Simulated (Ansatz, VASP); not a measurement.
Sb in VASP and in Ansatz

The input INCAR:

```
SYSTEM = Sb
PREC = Accurate ; ENCUT = 520
EDIFF = 1E-7 ; ISMEAR = -1
SIGMA = 0.05 ; LREAL = .FALSE.
LASPH = .TRUE. ; NELM = 60
ALGO = Normal ; ISIF = 2
LWAVE = .FALSE. ; LCHARG = .FALSE.
LDIPOL = .TRUE. ; IDIPOL = 3
DIPOL = 0.5 0.5 0.500 ; GGA = PE
NBANDS = 26
```

File KPOINTS:

```
regular mesh
0
G
  7 7 1
  0 0 0
```

Contents of POSCAR:

```
Sb
1.0
    4.4689148571      0.0000000000      0.0000000000
   -2.2344574285      3.8701937936      0.0000000000
    0.0000000000      0.0000000000     25.9465611038
Sb
7
Direct
    0.6666666667      0.3333333333      0.2890556467
    0.3333333333      0.6666666667      0.3593704311
    0.0000000000      0.0000000000      0.4296852156
    0.6666666667      0.3333333333      0.5000000000
    0.3333333333      0.6666666667      0.5703147844
    0.0000000000      0.0000000000      0.6406295689
    0.6666666667      0.3333333333      0.7109443533
```

input.yaml

```yaml
crystal:
  lattice:
    - [4.4689148571, 0.0, 0.0]
    - [-2.2344574285, 3.8701937936, 0.0]
    - [0.0, 0.0, 25.9465611038]
  atoms:
    - { symbol: Sb, position: [0.6666666667, 0.3333333333, 0.2890556467] }
    - { symbol: Sb, position: [0.3333333333, 0.6666666667, 0.3593704311] }
    - { symbol: Sb, position: [0.0, 0.0, 0.4296852156] }
    - { symbol: Sb, position: [0.6666666667, 0.3333333333, 0.5] }
    - { symbol: Sb, position: [0.3333333333, 0.6666666667, 0.5703147844] }
    - { symbol: Sb, position: [0.0, 0.0, 0.6406295689] }
    - { symbol: Sb, position: [0.6666666667, 0.3333333333, 0.7109443533] }
hamiltonian:
  xc: pbe
  pseudopotentials: { kind: paw }
kpoints:
  mp_grid: { grid: [7, 7, 1] }
scf:
  occupations: { method: fermi_dirac, width: 0.05 }
output:
  forces: true
  eigenvalues: true
efield:
  axis: 3
  dipole_correction: true
  ramp_width: 0.04
```

Alike in both runs: task single point; functional PBE; k mesh 7 × 7 × 1; occupations fermi-dirac, width 0.05 eV; no spin polarisation.

```csv
,VASP,Ansatz
version,VASP 6.6.1,Ansatz 0.2.0
potentials or method,"VASP PAW PBE potentials, release 64 (Sb)",Ansatz PAW
plane-wave cutoff (eV),520,420
valence electrons in the cell,35,105
```

VASP gave:

| Property | Result |
| --- | --- |
| gap on the k mesh at the Fermi level (eV) | none |
| rms of the force components (eV/Å) | 0.440 |

What did Ansatz give for the same quantities?

gap on the k mesh at the Fermi level (eV): none; rms of the force components (eV/Å): 0.441.

Atom by atom the forces differ by 0.002 eV/Å (rms over components). A gap of «none» marks a metal or a gap that the smearing closes. VASP's potentials hold 35 valence electrons a cell and Ansatz's 105, so a difference there can come from the potentials and not from the codes.

Spin-orbit coupling is off throughout.
